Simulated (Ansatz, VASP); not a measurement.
# Two plane-wave programs on HfTe2W2

The input INCAR:

```
PREC     = Accurate       # precision mode
ENCUT    = 600            # plane-wave cutoff, eV
EDIFF    = 1E-6           # SCF threshold, eV
ISMEAR   = 0              # smearing method
SIGMA    = 0.1            # smearing width, eV
LREAL    = F              # projectors in reciprocal space
LASPH    = T              # aspherical terms in the spheres
NELM     = 80             # most SCF steps
ALGO     = Fast           # electronic algorithm
ISIF     = 3              # what is computed and relaxed
LWAVE    = F              # write WAVECAR
LCHARG   = F              # write CHGCAR
GGA      = PE             # functional
IBRION   = 2              # ionic algorithm
NSW      = 90             # ionic steps
EDIFFG   = -0.04          # ionic threshold
```

KPOINTS

```
regular mesh
0
Gamma
  4 4 4
```

The input POSCAR:

```
HfTe2W2
1.0
    4.0766258923      0.0000000000      0.0000000000
    0.0000000000      4.0766258923      0.0000000000
    0.0000000000      0.0000000000      7.1633508599
Hf Te W
1 2 2
Direct
    0.5000000000      0.5000000000      0.7885899440
    0.5000000000      0.0000000000      0.4647011962
    0.0000000000      0.5000000000      0.4647011962
    0.5000000000      0.0000000000      0.0717655018
    0.0000000000      0.5000000000      0.0717655018
```

Input for Ansatz:

```yaml
crystal:
  lattice:
    - [4.0766258923, 0.0, 0.0]
    - [0.0, 4.0766258923, 0.0]
    - [0.0, 0.0, 7.1633508599]
  atoms:
    - { symbol: Hf, position: [0.5, 0.5, 0.788589944] }
    - { symbol: Te, position: [0.5, 0.0, 0.4647011962] }
    - { symbol: Te, position: [0.0, 0.5, 0.4647011962] }
    - { symbol: W, position: [0.5, 0.0, 0.0717655018] }
    - { symbol: W, position: [0.0, 0.5, 0.0717655018] }
basis:
  ecutwfc: 420
kpoints:
  mp_grid: { grid: [4, 4, 4] }
hamiltonian:
  xc: pbe
scf:
  occupations: { method: gaussian, width: 0.1 }
  lower_state_search: "off"
output:
  forces: true
  stress: true
  eigenvalues: true
relax:
  adjacent_minimum: "off"
  f_tol: 0.04
  max_steps: 70
  cell: { stress_tol: 0.4 }
```

Alike in both runs: task relaxation of cell and atoms; functional PBE; k mesh 4 × 4 × 4; occupations gaussian, width 0.1 eV; no spin polarisation.

|  | VASP | Ansatz |
| --- | --- | --- |
| version | VASP 6.6.1 | Ansatz 0.2.0 |
| potentials or method | VASP PAW PBE potentials, release 64 (Hf_pv, Te, W_sv), cutoff 600 eV | scalar-relativistic, plane waves, PAW |
| valence electrons in the cell | 50 | 86 |

```tsv
	VASP	Ansatz	Ansatz less VASP
gap on the k mesh at the Fermi level, each at its own relaxed structure (eV)	none	none	-
relaxed volume (Å³/atom)	23.73	23.74	+0.012
relaxed cell length with the largest relative difference (Å)	4.079	4.080	+0.0011
```

A gap of «none» marks a metal or a gap that the smearing closes. VASP's potentials hold 50 valence electrons a cell and Ansatz's 86, so a difference there can come from the potentials and not from the codes.

The k mesh is coarse, so the values compare programs but aren't converged. Spin-orbit coupling is off throughout.
